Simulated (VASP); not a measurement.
# Al6H in VASP: further runs

Al6H is run at these levels: PBE; tasks: single point.

Program: VASP 6.6.1. These are calculated values, not measurements. Logs are shortened: lines on timing, memory, paths and dates and some standing lists are left out, and cuts for length are marked.

## Step 1: The cell of the first run

The cell holds a slab with vacuum, 14 atoms: a = 5.714 Å, b = 5.714 Å, c = 22.602 Å, α = 90.00°, β = 90.00°, γ = 120.00°.

## Step 2: Single point, PBE

Input file INCAR:

```
SYSTEM = Al6H
  ALGO = Normal
  DIPOL = 0.5 0.5 0.316
  EDIFF = 1E-7
  ENCUT = 520
  GGA = PE
  IDIPOL = 3
  ISIF = 2
  ISMEAR = 0
  LASPH = .TRUE.
  LCHARG = .FALSE.
  LDIPOL = .TRUE.
  LREAL = .FALSE.
  LWAVE = .FALSE.
  NBANDS = 32
  NELM = 80
  PREC = Accurate
  SIGMA = 0.1
```

Input file KPOINTS:

```
k-points
0
G
  6 6 1
  0 0 0
```

Input file POSCAR:

```
Al6H
1.0
    5.7143028096      0.0000000000      0.0000000000
   -2.8571514048      4.9487313980      0.0000000000
    0.0000000000      0.0000000000     22.6016424997
Al H
12 2
Direct
    0.3333333333      0.1666666667      0.1769782882
    0.3333333333      0.6666666667      0.1769782882
    0.8333333333      0.1666666667      0.1769782882
    0.8333333333      0.6666666667      0.1769782882
    0.1666666667      0.3333333333      0.2787817902
    0.1666666667      0.8333333333      0.2787817902
    0.6666666667      0.3333333333      0.2787817902
    0.6666666667      0.8333333333      0.2787817902
    0.0000000000      0.0000000000      0.3805759913
    0.0000000000      0.5000000000      0.3805759913
    0.5000000000      0.0000000000      0.3805759913
    0.5000000000      0.5000000000      0.3805759913
    0.2764585035      0.1666666667      0.5398564507
    0.3902081632      0.1666666667      0.5398564507
```

Potentials or basis: VASP PAW PBE potentials, release 64 (Al, H).

Started as:

```console
cat potpaw_PBE.64/Al/POTCAR potpaw_PBE.64/H/POTCAR > POTCAR
mpirun -np 1 vasp_std > vasp.out
```

OUTCAR:

```text
SYSTEM = Al6H
   EDIFF = 1E-7
   ENCUT = 520
   GGA = PE
   ISIF = 2
   ISMEAR = 0
   LASPH = .TRUE.
   LREAL = .FALSE.
   NELM = 80
   PREC = Accurate

 ion  position               nearest neighbor table
   1  0.333  0.167  0.177-   5 2.83   6 2.83   7 2.83   4 2.86   2 2.86   2 2.86   4 2.86   3 2.86
                             3 2.86
   2  0.333  0.667  0.177-   6 2.83   5 2.83   8 2.83   3 2.86   1 2.86   1 2.86   3 2.86   4 2.86
                             4 2.86
   3  0.833  0.167  0.177-   7 2.83   8 2.83   5 2.83   4 2.86   2 2.86   4 2.86   2 2.86   1 2.86
                             1 2.86
   4  0.833  0.667  0.177-   8 2.83   7 2.83   6 2.83   3 2.86   1 2.86   3 2.86   1 2.86   2 2.86
                             2 2.86
   5  0.167  0.333  0.279-   9 2.83  12 2.83  10 2.83   1 2.83   2 2.83   3 2.83   8 2.86   6 2.86
                             6 2.86   8 2.86   7 2.86   7 2.86
   6  0.167  0.833  0.279-  10 2.83  11 2.83   9 2.83   2 2.83   1 2.83   4 2.83   7 2.86   5 2.86
                             5 2.86   7 2.86   8 2.86   8 2.86
   7  0.667  0.333  0.279-  11 2.83  10 2.83  12 2.83   3 2.83   4 2.83   1 2.83   8 2.86   6 2.86
                             8 2.86   6 2.86   5 2.86   5 2.86
   8  0.667  0.833  0.279-  12 2.83   9 2.83  11 2.83   4 2.83   3 2.83   2 2.83   7 2.86   5 2.86
                             7 2.86   5 2.86   6 2.86   6 2.86
   9  0.000  0.000  0.381-   5 2.83   8 2.83   6 2.83  10 2.86  12 2.86  10 2.86  12 2.86  11 2.86
                            11 2.86
  10  0.000  0.500  0.381-   6 2.83   7 2.83   5 2.83   9 2.86  11 2.86   9 2.86  11 2.86  12 2.86
                            12 2.86
  11  0.500  0.000  0.381-   7 2.83   6 2.83   8 2.83  10 2.86  12 2.86  12 2.86  10 2.86   9 2.86
                             9 2.86
  12  0.500  0.500  0.381-   8 2.83   5 2.83   7 2.83   9 2.86  11 2.86  11 2.86   9 2.86  10 2.86
                            10 2.86
  13  0.276  0.167  0.540-  14 0.65
  14  0.390  0.167  0.540-  13 0.65

  LATTYP: Found a hexagonal cell.
 ALAT       =     5.7143028096
 C/A-ratio  =     3.9552756045

  Lattice vectors:

 A1 = (   5.7143028096,   0.0000000000,   0.0000000000)
 A2 = (  -2.8571514048,   4.9487313980,   0.0000000000)
 A3 = (   0.0000000000,   0.0000000000,  22.6016424997)

Analysis of symmetry for initial positions (statically):
=====================================================================
 Subroutine PRICEL returns:
 Original cell was already a primitive cell.

 Routine SETGRP: Setting up the symmetry group for a
 hexagonal supercell.

 Subroutine GETGRP returns: Found  2 space group operations
 (whereof  1 operations were pure point group operations)
 out of a pool of 24 trial point group operations.

The static configuration has the point symmetry C_1 .
 The point group associated with its full space group is C_1h.

Analysis of symmetry for dynamics (positions and initial velocities):
=====================================================================
 Subroutine PRICEL returns:
 Original cell was already a primitive cell.

 Routine SETGRP: Setting up the symmetry group for a
 hexagonal supercell.

 Subroutine GETGRP returns: Found  2 space group operations
 (whereof  1 operations were pure point group operations)
 out of a pool of 24 trial point group operations.

The dynamic configuration has the point symmetry C_1 .
 The point group associated with its full space group is C_1h.

 Subroutine INISYM returns: Found  2 space group operations
 (whereof  1 operations are pure point group operations),
 and found     1 'primitive' translations

----------------------------------------------------------------------------------------

                                     Primitive cell

  volume of cell :     639.1417

  direct lattice vectors                    reciprocal lattice vectors
     5.714302810  0.000000000  0.000000000     0.174999476  0.101035995  0.000000000
    -2.857151405  4.948731398  0.000000000     0.000000000  0.202071990  0.000000000
     0.000000000  0.000000000 22.601642500     0.000000000  0.000000000  0.044244572

  length of vectors
     5.714302810  5.714302810 22.601642500     0.202071990  0.202071990  0.044244572

  position of ions in fractional coordinates (direct lattice)
     0.333333333  0.166666667  0.176978288
     0.333333333  0.666666667  0.176978288
[... 58 lines left out ...]
  0.000000  0.000000  0.000000      1.000000
  0.166667 -0.000000  0.000000      4.000000
  0.000000  0.166667  0.000000      2.000000
  0.333333 -0.000000  0.000000      4.000000
  0.000000  0.333333  0.000000      2.000000
  0.500000  0.000000  0.000000      2.000000
  0.000000  0.500000  0.000000      1.000000
  0.166667  0.166667  0.000000      4.000000
 -0.333333  0.166667  0.000000      2.000000
  0.333333  0.166667  0.000000      4.000000
 -0.166667  0.500000  0.000000      4.000000
  0.500000  0.333333  0.000000      4.000000
  0.333333  0.333333  0.000000      2.000000
   k-points           NKPTS =     13   k-points in BZ     NKDIM =     13   number of bands    NBANDS=     32
   number of dos      NEDOS =    301   number of ions     NIONS =     14
   total plane-waves  NPLWV = 296352
   dimension x,y,z NGX =    42 NGY =   42 NGZ =  168
   dimension x,y,z NGXF=    84 NGYF=   84 NGZF=  336
   ions per type =              12   2
   NGX,Y,Z   is equivalent  to a cutoff of  12.22, 12.22, 12.36 a.u.
   NGXF,Y,Z  is equivalent  to a cutoff of  24.44, 24.44, 24.71 a.u.
 SYSTEM =  Al6H
   PREC   = accura    normal or accurate (medium, high low for compatibility)
   ISTART =      0    job   : 0-new  1-cont  2-samecut
   ICHARG =      2    charge: 1-file 2-atom 10-const
   ISPIN  =      1    spin polarized calculation?
   LNONCOLLINEAR =      F non collinear calculations
   LSORBIT =      F    spin-orbit coupling
   LASPH  =      T    aspherical Exc in radial PAW
   ENCUT  =  520.0 eV  38.22 Ry    6.18 a.u.  10.62 10.62 42.02*2*pi/ulx,y,z
   NELM   =     80;   NELMIN=  2; NELMDL= -5     # of ELM steps
   EDIFF  = 0.1E-06   stopping-criterion for ELM
   LREAL  =      F    real-space projection
   EDIFFG = 0.1E-05   stopping-criterion for IOM
   NSW    =      0    number of steps for IOM
   IBRION =     -1    ionic relax: 0-MD 1-quasi-New 2-CG
   NFREE  =      0    steps in history (QN), initial steepest desc. (CG)
   ISIF   =      2    stress and relaxation
   ISYM   =      2    0-nonsym 1-usesym 2-fastsym
   POTIM  = 0.5000    time-step for ionic-motion
   TEBEG  =    0.0;   TEEND  =   0.0 temperature during run
   PSTRESS=    0.0 pullay stress
   NELECT =      38.0000    total number of electrons
   NUPDOWN=      -1.0000    fix difference up-down
   EMIN   =  10.00;   EMAX   =-10.00  energy-range for DOS
   EFERMI =   0.00;   METHOD = LEGACY
   ISMEAR =     0;   SIGMA  =   0.10  broadening in eV -4-tet -1-fermi 0-gaus
   EFERMI_NEDOS =   21; number of points for ismear=-14 and -15
   IALGO  =     38    algorithm
   IMIX   =      4    mixing-type and parameters
     AMIX     =   0.40;   BMIX     =  1.00
     AMIX_MAG =   1.60;   BMIX_MAG =  1.00
  volume/ion in A,a.u.               =      45.65       308.08
  Fermi-wavevector in a.u.,A,eV,Ry     =   0.638955  1.207450  5.554763  0.408264
  Thomas-Fermi vector in A             =   1.704469
   LORBIT       =      0    0 simple, 1 ext, 2 COOP (PROOUT), +10 PAW based schemes
   GGA     = PE    functional components
   LHFCALC =     F    Hartree Fock is set to
   AEXX    =    0.0000 exact exchange contribution
   IVDW    =     0    specifies the selected vdW correction
   LEPSILON=     F    determine dielectric tensor
   LRPA    =     F    only Hartree local field effects (RPA)
 non-spin polarized calculation
 Gauss-broadening in eV      SIGMA  =   0.10
  energy-cutoff  :      520.00
  volume of cell :      639.14
 maximum number of plane-waves:     17305
   NGX = 21   NGY = 21   NGZ = 85

 dipolmoment           0.000000      0.000000      0.002258 electrons x Angstroem

 number of electron      38.0000001 magnetization

 dipolmoment           0.000000      0.000000     -0.001424 electrons x Angstroem

 Free energy of the ion-electron system (eV)
  ---------------------------------------------------
  ext. energy  EPLUGINS =         0.00000000
  ---------------------------------------------------
  free energy    TOTEN  =       -48.68829448 eV

  energy without entropy =      -48.65689821  energy(sigma->0) =      -48.67259635

 E-fermi :  -0.1392     XC(G=0):  -4.1738

 val. band max:       -0.1571571702   @ k =   0.5000   0.3333   0.0000
 cond. band min:      -0.0899407311   @ k =   0.1667   0.1667   0.0000
 fundamental gap:      0.0672164391
 Fermi energy:        -0.1391875357

 k-point     1 :       0.0000    0.0000    0.0000
  band No.  band energies     occupation
      1     -10.7096      2.00000
      2      -9.0023      2.00000
      3      -7.1615      2.00000
      4      -6.2869      2.00000
      5      -4.8344      2.00000
      6      -4.8343      2.00000
[... 431 lines left out ...]
     30       3.1843      0.00000
     31       3.2231      0.00000
 [bands above 31 left out]

------------------------ aborting loop because EDIFF is reached ----------------------------------------

 vacuum level on the upper side and lower side of the slab       (xc-potential included)        -0.024        -0.018

  FORCE on cell =-STRESS in cart. coord.  units (eV):
  Direction    XX          YY          ZZ          XY          YZ          ZX
  --------------------------------------------------------------------------------------
  -------------------------------------------------------------------------------------
  Total        0.3332812     -2.8401599     -0.0301159      0.0000000      0.0014962      0.0000000
  in kB        0.8354573     -7.1196105     -0.0754936      0.0000000      0.0037506      0.0000000
  external PRESSURE =      -2.1198823 kB  Pullay stress =       0.0000000 kB

 VOLUME and BASIS-vectors are now :
 -----------------------------------------------------------------------------
  energy-cutoff  :      520.00
  volume of cell :      639.14
      direct lattice vectors                 reciprocal lattice vectors
     5.714302810  0.000000000  0.000000000     0.174999476  0.101035995  0.000000000
    -2.857151405  4.948731398  0.000000000     0.000000000  0.202071990  0.000000000
     0.000000000  0.000000000 22.601642500     0.000000000  0.000000000  0.044244572

 POSITION                                       TOTAL-FORCE (eV/Angst)
 -----------------------------------------------------------------------------------
      1.42858      0.82479      4.00000         0.000000      0.000138      0.002905
     -0.00000      3.29915      4.00000        -0.000652     -0.000502      0.004161
      4.28573      0.82479      4.00000         0.000000      0.000935      0.004366
      2.85715      3.29915      4.00000         0.000652     -0.000502      0.004161
      0.00000      1.64958      6.30093         0.002663     -0.000987     -0.002812
     -1.42858      4.12394      6.30093         0.000000      0.002659     -0.003561
      2.85715      1.64958      6.30093        -0.002663     -0.000987     -0.002812
      1.42858      4.12394      6.30093         0.000000     -0.000449      0.003003
      0.00000      0.00000      8.60164         0.003476      0.000390     -0.009787
     -1.42858      2.47437      8.60164        -0.000000      0.001225     -0.000715
      2.85715      0.00000      8.60164        -0.003476      0.000390     -0.009787
      1.42858      2.47437      8.60164         0.000000     -0.002982     -0.007779
      1.10358      0.82479     12.20164        -4.892788      0.000336      0.009328
      1.75358      0.82479     12.20164         4.892788      0.000336      0.009328
 -----------------------------------------------------------------------------------
    total drift:                               -0.000000      0.000041      0.000317

  FREE ENERGIE OF THE ION-ELECTRON SYSTEM (eV)
  ---------------------------------------------------
  free  energy   TOTEN  =       -48.6882944787 eV

  energy  without entropy=      -48.6568982146  energy(sigma->0) =      -48.67259635

 vacuum level on the upper side and lower side of the slab         3.739         3.748
```

Wall time 11 min (1 thread of Intel Xeon Platinum 8488C (Sapphire Rapids), shared host); peak memory 0.71 GiB.

What came out:

```yaml
Free_energy: -48.6883 eV
Largest_force: 4.893 eV/Å
Band_gap_on_the_k_mesh: zero (bands 19 and 20 overlap by 1.02 eV)
```

Forces on the atoms (eV/Å):
```
Al   0.000  0.000  0.003
Al  -0.001 -0.001  0.004
Al   0.000  0.001  0.004
Al   0.001 -0.001  0.004
Al   0.003 -0.001 -0.003
Al   0.000  0.003 -0.004
Al  -0.003 -0.001 -0.003
Al   0.000  0.000  0.003
Al   0.003  0.000 -0.010
Al   0.000  0.001 -0.001
Al  -0.003  0.000 -0.010
Al   0.000 -0.003 -0.008
H   -4.893  0.000  0.009
H    4.893  0.000  0.009
```

## Step 3: Single point, PBE

Input file INCAR:

```
SYSTEM = Al6H
PREC = Accurate
ENCUT = 520
EDIFF = 1E-6
ISMEAR = 0
SIGMA = 0.1
LREAL = .False.
LASPH = .True.
NELM = 80
ALGO = Normal
ISIF = 2
LWAVE = .False.
LCHARG = .True.
LDIPOL = .True.
IDIPOL = 3
DIPOL = 0.5 0.5 0.296
GGA = PE
LELF = .True.
LVHAR = .True.
LVACPOTAV = .True.
NBANDS = 32
```

Input file KPOINTS:

```
regular mesh
0
Gamma
  6 6 1
  0 0 0
```

POSCAR: that of step 2 with these lines changed.

```diff
@@ -20,3 +20,3 @@
     0.5000000000      0.5000000000      0.3805759913
-    0.2764585035      0.1666666667      0.5398564507
-    0.3902081632      0.1666666667      0.5398564507
+    0.2529210739      0.1666666667      0.4004860487
+    0.4137455928      0.1666666667      0.4004860487
```

Potentials or basis: VASP PAW PBE potentials, release 64 (Al, H).

Started as:

```console
cat potpaw_PBE.64/Al/POTCAR potpaw_PBE.64/H/POTCAR > POTCAR
mpirun -np 1 vasp_std > vasp.out
```

Run time: 10 min. Hardware: 1 thread of Intel Xeon Platinum 8488C (Sapphire Rapids), shared host; peak memory 0.71 GiB.

It converged, with:

- Free energy: -44.5207 eV
- Largest force: 7.487 eV/Å
- Band gap on the k mesh: zero (bands 19 and 20 overlap by 0.70 eV)

Forces in eV/Å, atoms in the order of the input:
```
Al   0.000 -0.006  0.035
Al  -0.022 -0.011 -0.047
Al   0.000  0.022 -0.041
Al   0.022 -0.011 -0.047
Al   0.095  0.020  0.050
Al   0.000  0.102  0.095
Al  -0.095  0.020  0.050
Al   0.000  0.063  0.019
Al  -5.668 -4.251 -2.419
Al   0.000  0.256 -0.004
Al   5.668 -4.251 -2.419
Al   0.000  1.679 -0.574
H    0.517  3.183  2.651
H   -0.517  3.183  2.651
```

Levels at points of the mesh, in eV from the Fermi level:
```tsv
k point	band 15	band 16	band 17	band 18	band 19	band 20	band 21	band 22	band 23	band 24
(0.00, 0.00, 0.00)	-2.96	-2.91	-1.54	-1.47	-0.70	-0.45	-0.41	-0.30	0.22	1.56
(0.50, 0.00, 0.00)	-1.18	-0.91	-0.65	-0.37	0.04	0.40	0.75	0.95	1.07	1.37
(0.00, 0.50, 0.00)	-1.07	-0.78	-0.57	-0.40	-0.04	0.31	0.77	0.94	1.08	1.32
```

The gap in the log of VASP goes by the Fermi energy; the results here count the filled bands.